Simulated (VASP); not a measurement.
# Al (Fm-3m) in VASP: a series of runs

Runs on Al. Level: LDA. Tasks: electric field gradients, density of states.

Everything below comes from runs of VASP 6.6.1. Logs are shortened: lines on timing, memory, paths and dates and some standing lists are left out, and cuts for length are marked.

## 1. The cell of the first run

The structure is cubic, space group Fm-3m (No. 225). Conventional cell: a = 4.048 Å, b = 4.048 Å, c = 4.048 Å, α = 90.00°, β = 90.00°, γ = 90.00°. Al (site symmetry m-3m) has 12 Al at 2.86 Å within 3.8 Å.

## 2. Electric field gradients, LDA

INCAR

```
ALGO = Normal ; EDIFF = 1E-8
ENCUT = 520 ; ISIF = 2
ISMEAR = -1 ; LASPH = T
LCHARG = F ; LEFG = T
LREAL = F ; LWAVE = F
NBANDS = 8 ; NELM = 100
PREC = Accurate ; SIGMA = 0.03
```

KPOINTS

```
k-points
0
Gamma
  17 17 17
```

POSCAR

```
Al
1.0
    0.0000000000      2.0239800000      2.0239800000
    2.0239800000      0.0000000000      2.0239800000
    2.0239800000      2.0239800000      0.0000000000
Al
1
Direct
    0.0000000000      0.0000000000      0.0000000000
```

Potentials or basis: VASP PAW LDA potentials, release 64 (Al).

Started as:

```bash
$ cat potpaw_LDA.64/Al/POTCAR > POTCAR
$ mpirun -np 1 vasp_std > vasp.out
```

OUTCAR:

```text
EDIFF = 1E-8
   ENCUT = 520
   ISIF = 2
   ISMEAR = -1
   LASPH = T
   LREAL = F
   NELM = 100
   PREC = Accurate

 ion  position               nearest neighbor table
   1  0.000  0.000  0.000-

  LATTYP: Found a face centered cubic cell.
 ALAT       =     4.0479600000

  Lattice vectors:

 A1 = (   0.0000000000,   2.0239800000,   2.0239800000)
 A2 = (   2.0239800000,   0.0000000000,   2.0239800000)
 A3 = (   2.0239800000,   2.0239800000,   0.0000000000)

Analysis of symmetry for initial positions (statically):
=====================================================================
 Subroutine PRICEL returns:
 Original cell was already a primitive cell.

 Routine SETGRP: Setting up the symmetry group for a
 face centered cubic supercell.

 Subroutine GETGRP returns: Found 48 space group operations
 (whereof 48 operations were pure point group operations)
 out of a pool of 48 trial point group operations.

The static configuration has the point symmetry O_h .

Analysis of symmetry for dynamics (positions and initial velocities):
=====================================================================
 Subroutine PRICEL returns:
 Original cell was already a primitive cell.

 Routine SETGRP: Setting up the symmetry group for a
 face centered cubic supercell.

 Subroutine GETGRP returns: Found 48 space group operations
 (whereof 48 operations were pure point group operations)
 out of a pool of 48 trial point group operations.

The dynamic configuration has the point symmetry O_h .

 Subroutine INISYM returns: Found 48 space group operations
 (whereof 48 operations are pure point group operations),
 and found     1 'primitive' translations

----------------------------------------------------------------------------------------

                                     Primitive cell

  volume of cell :      16.5824

  direct lattice vectors                    reciprocal lattice vectors
     0.000000000  2.023980000  2.023980000    -0.247038014  0.247038014  0.247038014
     2.023980000  0.000000000  2.023980000     0.247038014 -0.247038014  0.247038014
     2.023980000  2.023980000  0.000000000     0.247038014  0.247038014 -0.247038014

  length of vectors
     2.862339966  2.862339966  2.862339966     0.427882392  0.427882392  0.427882392

  position of ions in fractional coordinates (direct lattice)
     0.000000000  0.000000000  0.000000000

  ion indices of the primitive-cell ions
   primitive index   ion index
                 1           1

----------------------------------------------------------------------------------------

 KPOINTS: k-points

Automatic generation of k-mesh.
 Grid dimensions read from file:
 generate k-points for:   17   17   17

 Generating k-lattice:

  Cartesian coordinates                     Fractional coordinates (reciprocal lattice)
    -0.014531648  0.014531648  0.014531648     0.058823529  0.000000000  0.000000000
     0.014531648 -0.014531648  0.014531648     0.000000000  0.058823529  0.000000000
     0.014531648  0.014531648 -0.014531648     0.000000000  0.000000000  0.058823529

  Length of vectors
     0.025169552  0.025169552  0.025169552

  Shift w.r.t. Gamma in fractional coordinates (k-lattice)
     0.000000000  0.000000000  0.000000000

 Subroutine IBZKPT returns following result:
 ===========================================

 Found    165 irreducible k-points:

 Following reciprocal coordinates:
            Coordinates               Weight
  0.000000  0.000000  0.000000      1.000000
  0.058824  0.000000  0.000000      8.000000
  0.117647  0.000000  0.000000      8.000000
  0.176471  0.000000  0.000000      8.000000
  0.235294  0.000000  0.000000      8.000000
  0.294118  0.000000  0.000000      8.000000
[... 16 lines left out ...]
 -0.176471  0.058824  0.000000     24.000000
 -0.117647  0.058824  0.000000     24.000000
 [... further k-points ...]
   k-points           NKPTS =    165   k-points in BZ     NKDIM =    165   number of bands    NBANDS=      8
   number of dos      NEDOS =    301   number of ions     NIONS =      1
   total plane-waves  NPLWV =  13824
   dimension x,y,z NGX =    24 NGY =   24 NGZ =   24
   dimension x,y,z NGXF=    48 NGYF=   48 NGZF=   48
   ions per type =               1
   NGX,Y,Z   is equivalent  to a cutoff of  13.94, 13.94, 13.94 a.u.
   NGXF,Y,Z  is equivalent  to a cutoff of  27.88, 27.88, 27.88 a.u.
 SYSTEM =  unknown system
   PREC   = accura    normal or accurate (medium, high low for compatibility)
   ISTART =      0    job   : 0-new  1-cont  2-samecut
   ICHARG =      2    charge: 1-file 2-atom 10-const
   ISPIN  =      1    spin polarized calculation?
   LNONCOLLINEAR =      F non collinear calculations
   LSORBIT =      F    spin-orbit coupling
   LASPH  =      T    aspherical Exc in radial PAW
   ENCUT  =  520.0 eV  38.22 Ry    6.18 a.u.   5.32  5.32  5.32*2*pi/ulx,y,z
   NELM   =    100;   NELMIN=  2; NELMDL= -5     # of ELM steps
   EDIFF  = 0.1E-07   stopping-criterion for ELM
   LREAL  =      F    real-space projection
   EDIFFG = 0.1E-06   stopping-criterion for IOM
   NSW    =      0    number of steps for IOM
   IBRION =     -1    ionic relax: 0-MD 1-quasi-New 2-CG
   NFREE  =      0    steps in history (QN), initial steepest desc. (CG)
   ISIF   =      2    stress and relaxation
   ISYM   =      2    0-nonsym 1-usesym 2-fastsym
   POTIM  = 0.5000    time-step for ionic-motion
   TEBEG  =    0.0;   TEEND  =   0.0 temperature during run
   PSTRESS=    0.0 pullay stress
   NELECT =       3.0000    total number of electrons
   NUPDOWN=      -1.0000    fix difference up-down
   EMIN   =  10.00;   EMAX   =-10.00  energy-range for DOS
   EFERMI =   0.00;   METHOD = LEGACY
   ISMEAR =    -1;   SIGMA  =   0.03  broadening in eV -4-tet -1-fermi 0-gaus
   EFERMI_NEDOS =   21; number of points for ismear=-14 and -15
   IALGO  =     38    algorithm
   IMIX   =      4    mixing-type and parameters
     AMIX     =   0.40;   BMIX     =  1.00
     AMIX_MAG =   1.60;   BMIX_MAG =  1.00
  volume/ion in A,a.u.               =      16.58       111.90
  Fermi-wavevector in a.u.,A,eV,Ry     =   0.925903  1.749704 11.664236  0.857297
  Thomas-Fermi vector in A             =   2.051808
   LORBIT       =      0    0 simple, 1 ext, 2 COOP (PROOUT), +10 PAW based schemes
   GGA     = CA    functional components
   LHFCALC =     F    Hartree Fock is set to
   AEXX    =    0.0000 exact exchange contribution
   IVDW    =     0    specifies the selected vdW correction
   LEPSILON=     F    determine dielectric tensor
   LRPA    =     F    only Hartree local field effects (RPA)
 non-spin polarized calculation
  energy-cutoff  :      520.00
  volume of cell :       16.58
 maximum number of plane-waves:       459
 NGX is ok and might be reduce to    24
   NGX = 11   NGY = 11   NGZ = 11

 number of electron       3.0000000 magnetization

 Free energy of the ion-electron system (eV)
  ---------------------------------------------------
  ext. energy  EPLUGINS =         0.00000000
  ---------------------------------------------------
  free energy    TOTEN  =        -4.18534059 eV

  energy without entropy =       -4.18374763  energy(sigma->0) =       -4.18454411

 E-fermi :   7.7373     XC(G=0): -10.3253

 val. band max:        7.7174209855   @ k =  -0.4118   0.3529   0.0000
 cond. band min:       7.7519126573   @ k =  -0.3529   0.4706   0.1765
 fundamental gap:      0.0344916718
 Fermi energy:         7.7373001189

 k-point     1 :       0.0000    0.0000    0.0000
  band No.  band energies     occupation
      1      -3.3262      2.00000
      2      20.2839      0.00000
      3      20.2839      0.00000
      4      20.2839      0.00000
      5      21.5651      0.00000
      6      21.5651      0.00000
      7      21.5651      0.00000
      8      24.3166      0.00000

 k-point     2 :       0.0588    0.0000    0.0000
  band No.  band energies     occupation
      1      -3.2326      2.00000
      2      18.6231      0.00000
      3      19.9102      0.00000
      4      19.9102      0.00000
      5      22.0800      0.00000
      6      22.0800      0.00000
      7      22.2416      0.00000
      8      25.2419      0.00000

 k-point     3 :       0.1176    0.0000    0.0000
  band No.  band energies     occupation
      1      -2.9524      2.00000
      2      16.2833      0.00000
      3      19.3527      0.00000
      4      19.3527      0.00000
      5      22.3379      0.00000
      6      23.0119      0.00000
      7      23.0119      0.00000
      8      25.3858      0.00000
[... 210 lines left out ...]
 k-point    23 :      -0.1765    0.0588    0.0000
  band No.  band energies     occupation
      1      -2.2079      2.00000
      2      13.2371      0.00000
      3      17.0398      0.00000
      4      20.0047      0.00000
      5      22.1786      0.00000
      6      22.7174      0.00000
      7      23.7148      0.00000
      8      24.1038      0.00000

 k-point    24 :      -0.1176    0.0588    0.0000
  band No.  band energies     occupation
      1      -2.7349      2.00000
      2      15.5167      0.00000
      3      17.4977      0.00000
      4      20.3623      0.00000
      5      22.2916      0.00000
      6      22.8032      0.00000
      7      24.0254      0.00000
      8      24.0645      0.00000

 [... further k-points ...]
[... 5 lines left out ...]
  --------------------------------------------------------------------------------------
  -------------------------------------------------------------------------------------
  Total       -0.3722005     -0.3722005     -0.3722005      0.0000000     -0.0000000     -0.0000000
  in kB      -35.9615866    -35.9615866    -35.9615866      0.0000000     -0.0000000     -0.0000000
  external PRESSURE =     -35.9615866 kB  Pullay stress =       0.0000000 kB

 VOLUME and BASIS-vectors are now :
 -----------------------------------------------------------------------------
  energy-cutoff  :      520.00
  volume of cell :       16.58
      direct lattice vectors                 reciprocal lattice vectors
     0.000000000  2.023980000  2.023980000    -0.247038014  0.247038014  0.247038014
     2.023980000  0.000000000  2.023980000     0.247038014 -0.247038014  0.247038014
     2.023980000  2.023980000  0.000000000     0.247038014  0.247038014 -0.247038014

 POSITION                                       TOTAL-FORCE (eV/Angst)
 -----------------------------------------------------------------------------------
      0.00000      0.00000      0.00000        -0.000000      0.000000     -0.000000
 -----------------------------------------------------------------------------------
    total drift:                                0.000000     -0.000000     -0.000000

  FREE ENERGIE OF THE ION-ELECTRON SYSTEM (eV)
  ---------------------------------------------------
  free  energy   TOTEN  =        -4.1853405873 eV

  energy  without entropy=       -4.1837476286  energy(sigma->0) =       -4.18454411

 Electric field gradients (V/A^2)
---------------------------------------------------------------------
 ion       V_xx      V_yy      V_zz      V_xy      V_xz      V_yz
---------------------------------------------------------------------
   1       0.000     0.000     0.000     0.000     0.000     0.000
---------------------------------------------------------------------

 Electric field gradients after diagonalization (V/A^2)
 (convention: |V_zz| > |V_xx| > |V_yy|)
----------------------------------------------------------------------
 ion       V_xx      V_yy      V_zz     asymmetry (V_yy - V_xx)/ V_zz
----------------------------------------------------------------------
   1      -0.000    -0.000     0.000       0.000
----------------------------------------------------------------------

           NMR quadrupolar parameters

 Cq : quadrupolar parameter    Cq=e*Q*V_zz/h
 eta: asymmetry parameters     (V_yy - V_xx)/ V_zz
 Q  : nuclear electric quadrupole moment in mb (millibarn)
----------------------------------------------------------------------
 ion       Cq(MHz)       eta       Q (mb)
----------------------------------------------------------------------
   1       0.000       0.000       1.000
----------------------------------------------------------------------
```

Wall time 17 s (1 thread of AMD EPYC 7R13 (Zen 3), shared host); peak memory 0.1 GiB.

What came out:

```
Free energy : -4.1853 eV
Pressure    : -3.6 GPa
```

Caveat: without QUAD_EFG the Cq values of the log hold for a quadrupole moment of 1 mb, not for the nuclei.

## 3. Electric field gradients, LDA

INCAR

```
PREC     = Accurate       # precision mode
ENCUT    = 520            # plane-wave cutoff, eV
EDIFF    = 1E-8           # SCF threshold, eV
ISMEAR   = -1             # smearing method
SIGMA    = 0.03           # smearing width, eV
LREAL    = F              # projectors in reciprocal space
LASPH    = T              # aspherical terms in the spheres
NELM     = 100            # most SCF steps
ALGO     = Normal         # electronic algorithm
ISIF     = 2              # what is computed and relaxed
LWAVE    = F              # write WAVECAR
LCHARG   = F              # write CHGCAR
GGA      = CA             # functional
LEFG     = T            
NBANDS   = 8              # bands
```

KPOINTS

```
Automatic mesh
0
Gamma
  17 17 17
```

POSCAR is that of step 2.

Potentials or basis: VASP PAW LDA potentials, release 64 (Al).

Started as:

```bash
$ cat potpaw_LDA.64/Al/POTCAR > POTCAR
$ mpirun -np 1 vasp_std > vasp.out
```

OUTCAR:

```text
PREC = Accurate
   ENCUT = 520
   EDIFF = 1E-8
   ISMEAR = -1
   LREAL = F
   LASPH = T
   NELM = 100
   ISIF = 2
   GGA = CA

 ion  position               nearest neighbor table
   1  0.000  0.000  0.000-

  LATTYP: Found a face centered cubic cell.
 ALAT       =     4.0479600000

  Lattice vectors:

 A1 = (   0.0000000000,   2.0239800000,   2.0239800000)
 A2 = (   2.0239800000,   0.0000000000,   2.0239800000)
[... 470 lines left out ...]
    total drift:                                0.000000     -0.000000     -0.000000

  FREE ENERGIE OF THE ION-ELECTRON SYSTEM (eV)
  ---------------------------------------------------
  free  energy   TOTEN  =        -4.1853405873 eV

  energy  without entropy=       -4.1837476286  energy(sigma->0) =       -4.18454411

 Electric field gradients (V/A^2)
---------------------------------------------------------------------
 ion       V_xx      V_yy      V_zz      V_xy      V_xz      V_yz
---------------------------------------------------------------------
   1       0.000     0.000     0.000     0.000     0.000     0.000
---------------------------------------------------------------------

 Electric field gradients after diagonalization (V/A^2)
 (convention: |V_zz| > |V_xx| > |V_yy|)
----------------------------------------------------------------------
 ion       V_xx      V_yy      V_zz     asymmetry (V_yy - V_xx)/ V_zz
----------------------------------------------------------------------
   1      -0.000    -0.000     0.000       0.000
----------------------------------------------------------------------

           NMR quadrupolar parameters

 Cq : quadrupolar parameter    Cq=e*Q*V_zz/h
 eta: asymmetry parameters     (V_yy - V_xx)/ V_zz
 Q  : nuclear electric quadrupole moment in mb (millibarn)
----------------------------------------------------------------------
 ion       Cq(MHz)       eta       Q (mb)
----------------------------------------------------------------------
   1       0.000       0.000       1.000
----------------------------------------------------------------------
```

It took 20 s on 1 thread of AMD EPYC 7R13 (Zen 3), shared host; peak memory 0.1 GiB.

Results:

- Free energy: -4.1853 eV
- Pressure: -3.6 GPa

Caveat: without QUAD_EFG the Cq values of the log hold for a quadrupole moment of 1 mb, not for the nuclei.

## 4. Density of states, LDA

POSCAR is that of step 3.

INCAR.step1

```
SYSTEM = Al
  PREC = Accurate
  ENCUT = 520
  EDIFF = 1E-6
  ISMEAR = -1
  SIGMA = 0.03
  LREAL = .FALSE.
  LASPH = .TRUE.
  NELM = 100
  ALGO = Normal
  ISIF = 2
  LWAVE = .FALSE.
  LCHARG = .TRUE.
  GGA = CA
  NBANDS = 8
```

KPOINTS.step1

```
Automatic mesh
0
G
  17 17 17
  0 0 0
```

INCAR.step2

```
SYSTEM = Al
  PREC = Accurate
  ENCUT = 520
  EDIFF = 1E-6
  ISMEAR = -5
  SIGMA = 0.03
  LREAL = .FALSE.
  LASPH = .TRUE.
  NELM = 100
  ALGO = Normal
  ISIF = 2
  LWAVE = .FALSE.
  LCHARG = .FALSE.
  GGA = CA
  LORBIT = 11
  NBANDS = 8
  NEDOS = 1001
  ICHARG = 11
```

KPOINTS.step2

```
Automatic mesh
0
G
  26 26 26
  0 0 0
```

Started as:

```bash
$ cat potpaw_LDA.64/Al/POTCAR > POTCAR
$ cp INCAR.step1 INCAR
$ cp KPOINTS.step1 KPOINTS
$ mpirun -np 1 vasp_std > vasp.out
$ cp INCAR.step2 INCAR
$ cp KPOINTS.step2 KPOINTS
$ mpirun -np 1 vasp_std > vasp.out
```

It took 46 s on 1 thread of AMD EPYC 7R13 (Zen 3), shared host; peak memory 0.14 GiB.

The run converged. Its results:

| Property | Result |
| --- | --- |
| Valence electrons inside the program's atomic spheres | Al 0.79 |

Levels at points of the mesh, in eV from the Fermi level:
```
           k point  band 1  band 2  band 3  band 4
(0.00, 0.00, 0.00)  -11.09   12.52   12.52   12.52
(0.50, 0.00, 0.00)   -4.55   -4.41   11.16   11.16
(0.50, 0.50, 0.00)   -2.91   -1.64    5.28    5.49
```

Caveat: tetrahedron occupations give inexact forces and stress in metals.
